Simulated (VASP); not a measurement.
Input of a VASP 6.6.1 run:

INCAR

```
ALGO     = Normal         # electronic algorithm
EDIFF    = 1E-6           # SCF threshold, eV
ENCUT    = 500            # plane-wave cutoff, eV
GGA      = LIBXC          # functional
GGA_COMPAT= F            
ISIF     = 2              # what is computed and relaxed
ISMEAR   = 0              # smearing method
LASPH    = T              # aspherical terms in the spheres
LCHARG   = T              # write CHGCAR
LELF     = T              # ELF
LIBXC1   = GGA_X_PBE_R  
LIBXC2   = LDA_C_PW     
LREAL    = F              # projectors in reciprocal space
LVHAR    = T            
LWAVE    = F              # write WAVECAR
NBANDS   = 17             # bands
NELM     = 120            # most SCF steps
PREC     = Accurate       # precision mode
SIGMA    = 0.01           # smearing width, eV
```

File KPOINTS:

```
k-points
0
Gamma
  7 7 7
```

The input POSCAR:

```
TePb
1.0
    0.0000000000      3.1650427173      3.1650427173
    3.1650427173      0.0000000000      3.1650427173
    3.1650427173      3.1650427173      0.0000000000
Pb Te
1 1
Direct
    0.0000000000      0.0000000000      0.0000000000
    0.5000000000      0.5000000000      0.5000000000
```

Potentials or basis: VASP PAW PBE potentials, release 64 (Pb_d, Te).

Launch:

```console
$ cat potpaw_PBE.64/Pb_d/POTCAR potpaw_PBE.64/Te/POTCAR > POTCAR
$ mpirun -np 1 vasp_std > vasp.out
```

(1) Predict the pressure.

Answers

(1) 12.4 GPa.

Caveat: the cell stands under pressure; the PAW data sets were made with another functional, which shifts forces and pressure a little.
